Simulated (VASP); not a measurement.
Pt:

```
CELL_PARAMETERS angstrom
2.70431 0.00000 0.00000
-1.35215 2.34200 0.00000
0.00000 0.00000 4.69431
ATOMIC_POSITIONS crystal
Pt 0.33333 0.66667 0.25000
Pt 0.66667 0.33333 0.75000
```

Base run:

```yaml
Program: VASP 6.6.1
Functional: LDA
Potentials_or_basis: VASP PAW LDA potentials, release 64 (Pt_sv_GW)
Cutoff: 500 eV
k_mesh: 11 × 11 × 6
Occupations: fermi-dirac, width 0.05 eV
Spin: no spin polarisation
```

Its results: band gap on the k mesh zero (band 18 reaches 11.17 eV, above the bottom of band 19 at 9.85 eV); pressure -2.3 GPa.

**Question.** After a change of settings the same cell gave: band gap on the k mesh zero (band 18 reaches 11.19 eV, above the bottom of band 19 at 9.77 eV); pressure 8.6 GPa. Which change was it?
A. functional from LDA to r2SCAN; potentials or basis from VASP PAW LDA potentials, release 64 (Pt_sv_GW) to VASP PAW PBE potentials, release 64 (Pt_sv_GW); cutoff from 500 eV to 550 eV
B. potentials or basis from VASP PAW LDA potentials, release 64 (Pt_sv_GW) to VASP PAW LDA potentials, release 64 (Pt); cutoff from 500 eV to 520 eV; further incar settings from ALGO = Normal; EDIFF = 1e-06; NBANDS = 25 to ALGO = Fast; EDIFF = 1e-06; NBANDS = 17; valence electrons from 36 to 20
C. potentials or basis from VASP PAW LDA potentials, release 64 (Pt_sv_GW) to VASP PAW LDA potentials, release 64 (Pt); cutoff from 500 eV to 520 eV; further incar settings from ALGO = Normal; EDIFF = 1e-06; NBANDS = 25 to ALGO = Normal; EDIFF = 1e-07; NBANDS = 17; valence electrons from 36 to 20

**Answer.** A.

Caveats: spin-orbit coupling is left out, which moves the levels of the heavy elements; the PAW data sets were made with another functional, which shifts forces and pressure a little (some runs).
